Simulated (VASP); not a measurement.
Write the native input for VASP 6.6.1 that does the following.

```yaml
Task: single point
Functional: LDA
Potentials_or_basis: VASP PAW LDA potentials, release 64 (Ru_pv, Al)
Cutoff: 500 eV
k_mesh: 6 × 6 × 6
Occupations: gaussian, width 0.1 eV
Spin: no spin polarisation
Dipole_correction: no
Further_INCAR_settings: ALGO = Normal; EDIFF = 1e-06; NBANDS = 16
```

The structure of AlRu (l.f) lies in POSCAR:

```
AlRu
1.0
    2.9700000000      0.0000000000      0.0000000000
    0.0000000000      2.9700000000      0.0000000000
    0.0000000000      0.0000000000      2.9700000000
Ru Al
1 1
Direct
    0.0000000000      0.0000000000      0.0000000000
    0.5000000000      0.5000000000      0.5000000000
```

One way to write it, as run:

INCAR

```
SYSTEM = AlRu
  ALGO = Normal
  EDIFF = 1E-6
  ENCUT = 500
  GGA_COMPAT = .False.
  ISIF = 2
  ISMEAR = 0
  LASPH = .True.
  LCHARG = .False.
  LREAL = .False.
  LWAVE = .False.
  NBANDS = 16
  NELM = 120
  PREC = Accurate
  SIGMA = 0.1
```

KPOINTS

```
k-points
0
Gamma
  6 6 6
  0 0 0
```

Potentials or basis: VASP PAW LDA potentials, release 64 (Ru_pv, Al).

The run is started by

```console
$ cat potpaw_LDA.64/Ru_pv/POTCAR potpaw_LDA.64/Al/POTCAR > POTCAR
$ mpirun -np 1 vasp_std > vasp.out
```

It gave:

```json
{"Pressure": "-3.2 GPa"}
```

It took 3.2 s on 1 thread of Intel(R) Xeon(R) Platinum 8488C (Sapphire Rapids), with other jobs on the host, peak memory 0.13 GiB.
